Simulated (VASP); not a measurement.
# MoS2 (P-3m1) in VASP: notebook, part 2 of 2

VASP 6.6.1. Earlier steps stand in the parts before.

## (3) Single point, PBE+D3(BJ)

Contents of INCAR:

```
ALGO = Normal
EDIFF = 1E-6
ENCUT = 520
GGA = PE
ISIF = 2
ISMEAR = 0
IVDW = 12
LASPH = True
LCHARG = True
LELF = True
LREAL = False
LVHAR = True
LWAVE = False
NBANDS = 35
NELM = 80
PREC = Accurate
SIGMA = 0.05
```

Contents of KPOINTS:

```
k-points
0
Gamma
  12 12 4
```

Contents of POSCAR:

```
MoS2
1.0
    3.2753000000      0.0000000000      0.0000000000
   -1.6376500000      2.8364930050      0.0000000000
    0.0000000000      0.0000000000     11.4426000000
Mo S
2 4
Direct
    0.6666666667      0.3333333333      0.2501439769
    0.3333333333      0.6666666667      0.7498560231
    0.3333333333      0.6666666667      0.3795985159
    0.6666666667      0.3333333333      0.8793132861
    0.3333333333      0.6666666667      0.1206867139
    0.6666666667      0.3333333333      0.6204014841
```

Potentials or basis: VASP PAW PBE potentials, release 64 (Mo_sv, S).

Launch:

```bash
$ cat potpaw_PBE.64/Mo_sv/POTCAR potpaw_PBE.64/S/POTCAR > POTCAR
$ mpirun -np 1 vasp_std > vasp.out
```

OUTCAR:

```text
EDIFF = 1E-6
   ENCUT = 520
   GGA = PE
   ISIF = 2
   ISMEAR = 0
   IVDW = 12
   LASPH = True
   LREAL = False
   NELM = 80
   PREC = Accurate
 IVDW          = 12

 ion  position               nearest neighbor table
   1  0.667  0.333  0.250-   3 2.40   3 2.40   3 2.40   5 2.40   5 2.40   5 2.40
   2  0.333  0.667  0.750-   6 2.40   6 2.40   6 2.40   4 2.40   4 2.40   4 2.40
   3  0.333  0.667  0.380-   1 2.40   1 2.40   1 2.40
   4  0.667  0.333  0.879-   2 2.40   2 2.40   2 2.40
   5  0.333  0.667  0.121-   1 2.40   1 2.40   1 2.40
[... 1124 lines left out ...]
  -------------------------------------------------------------------------------------
  Total      -5.09262    -5.09262     5.77981     0.00000    -0.00000     0.00000
  in kB     -76.75279   -76.75279    87.10977     0.00000    -0.00000     0.00000
  external pressure =      -22.13 kB  Pullay stress =        0.00 kB

 VOLUME and BASIS-vectors are now :
 -----------------------------------------------------------------------------
  energy-cutoff  :      520.00
  volume of cell :      106.31
      direct lattice vectors                 reciprocal lattice vectors
     3.275300000  0.000000000  0.000000000     0.305315544  0.176274011  0.000000000
    -1.637650000  2.836493005  0.000000000     0.000000000  0.352548023  0.000000000
     0.000000000  0.000000000 11.442600000     0.000000000  0.000000000  0.087392725

 POSITION                                       TOTAL-FORCE (eV/Angst)
 -----------------------------------------------------------------------------------
      1.63765      0.94550      2.86230         0.000000     -0.000000     -0.001703
     -0.00000      1.89100      8.58030        -0.000000      0.000000      0.001703
     -0.00000      1.89100      4.34359         0.000000      0.000000      0.720232
      1.63765      0.94550     10.06163         0.000000      0.000000      0.725242
     -0.00000      1.89100      1.38097         0.000000     -0.000000     -0.725242
      1.63765      0.94550      7.09901         0.000000     -0.000000     -0.720232
 -----------------------------------------------------------------------------------
    total drift:                               -0.000000      0.000000      0.000000

  FREE ENERGIE OF THE ION-ELECTRON SYSTEM (eV)
  ---------------------------------------------------
  free  energy   TOTEN  =       -45.8043466192 eV

  energy  without entropy=      -45.8037829874  energy(sigma->0) =      -45.80406480
```

stdout:

```text
POSCAR found type information on POSCAR MoS
 POSCAR found :  2 types and       6 ions
 scaLAPACK will be used
 LDA part: xc-table for (Slater+PW92), standard interpolation
 POSCAR, INCAR and KPOINTS ok, starting setup
 FFT: planning ... GRIDC
 FFT: planning ... GRID_SOFT
 FFT: planning ... GRID
 WAVECAR not read
 entering main loop
```

It took 2.3 min on 1 thread of AMD EPYC 9R45 (Zen 5), shared host; peak memory 0.32 GiB.

What came out:

```
Free energy                : -45.8043 eV
Pressure                   : -2.2 GPa
Largest force              : 0.725 eV/Å
Band gap on the k mesh     : zero (bands 26 and 27 overlap by 0.02 eV)
Dispersion energy per atom : -0.427 eV
```

Forces in eV/Å, atoms in the order of the input:
```
Mo   0.000  0.000 -0.002
Mo   0.000  0.000  0.002
S    0.000  0.000  0.720
S    0.000  0.000  0.725
S    0.000  0.000 -0.725
S    0.000  0.000 -0.720
```

## (4) Single point, PBE+D3(BJ)

This run uses another cell than the first one, of 18.06 Å³/atom.

Contents of INCAR:

```
ALGO = Normal ; EDIFF = 1E-6
ENCUT = 520 ; GGA = PE
ISIF = 2 ; ISMEAR = 0
IVDW = 12 ; LASPH = T
LCHARG = F ; LREAL = F
LWAVE = F ; NBANDS = 35
NELM = 100 ; PREC = Accurate
SIGMA = 0.05
```

KPOINTS is that of step 3.

Edit POSCAR of step 3 so:

```diff
@@ -2,4 +2,4 @@
 1.0
-    3.2753000000      0.0000000000      0.0000000000
-   -1.6376500000      2.8364930050      0.0000000000
+    3.3068000000      0.0000000000      0.0000000000
+   -1.6534000000      2.8637728052      0.0000000000
     0.0000000000      0.0000000000     11.4426000000
```

Launch:

```bash
$ cat potpaw_PBE.64/Mo_sv/POTCAR potpaw_PBE.64/S/POTCAR > POTCAR
$ mpirun -np 1 vasp_std > vasp.out
```

Run time: 3 min. Hardware: 1 thread of AMD EPYC 9R45 (Zen 5), shared host; peak memory 0.35 GiB.

Results (log left out):

```
Free energy                : -45.6890 eV
Pressure                   : -4.7 GPa
Largest force              : 0.531 eV/Å
Band gap on the k mesh     : zero (bands 26 and 27 overlap by 0.09 eV)
Dispersion energy per atom : -0.419 eV
```

Forces in eV/Å, atoms in the order of the input:
```
Mo   0.000  0.000 -0.001
Mo   0.000  0.000  0.001
S    0.000  0.000  0.526
S    0.000  0.000  0.531
S    0.000  0.000 -0.531
S    0.000  0.000 -0.526
```

Stress tensor (GPa, compression positive):
```
-10.40   0.00   0.00
  0.00 -10.40   0.00
  0.00   0.00   6.77
```

Levels at points of the mesh, in eV from the Fermi level:
```tsv
k point	band 22	band 23	band 24	band 25	band 26	band 27	band 28	band 29	band 30	band 31
(0.00, 0.00, 0.00)	-2.90	-2.90	-0.87	-0.58	0.11	1.43	1.43	1.45	1.45	1.70
(0.50, 0.00, 0.00)	-2.68	-2.36	-2.28	-1.83	-1.42	0.71	0.81	1.17	1.31	2.38
(0.00, 0.00, 0.50)	-2.96	-2.26	-2.26	-0.01	-0.01	1.42	1.42	1.42	1.42	1.88
(0.50, 0.00, 0.50)	-2.57	-2.52	-2.51	-1.57	-1.57	0.75	0.75	1.25	1.25	2.80
```

Caveat: the cell stands under tension.

## (5) The runs side by side

```csv
cell,gap on the mesh (eV),pressure (GPa),largest force (eV/Å)
"a = 3.307, b = 3.307, c = 11.225 Å, angles 90.0, 90.0, 120.0°, 6 atoms",none,-1.7,1.04
"a = 3.275, b = 3.275, c = 11.443 Å, angles 90.0, 90.0, 120.0°, 6 atoms",none,-2.2,0.73
"a = 3.307, b = 3.307, c = 11.443 Å, angles 90.0, 90.0, 120.0°, 6 atoms",none,-4.7,0.53
```

Alike in all rows: task single point; level PBE+D3(BJ); potentials or basis VASP PAW PBE potentials, release 64 (Mo_sv, S); no spin polarisation; k mesh 12 × 12 × 4; cutoff (eV) 520; smearing gaussian 0.05 eV.

Caveats: forces of over 1 eV/Å act on the atoms, so gaps and moduli don't describe the material at rest (at least some runs); the cell stands under tension (at least some runs).

Total energies depend on the potentials used, so only differences within one code and one set of settings carry meaning.
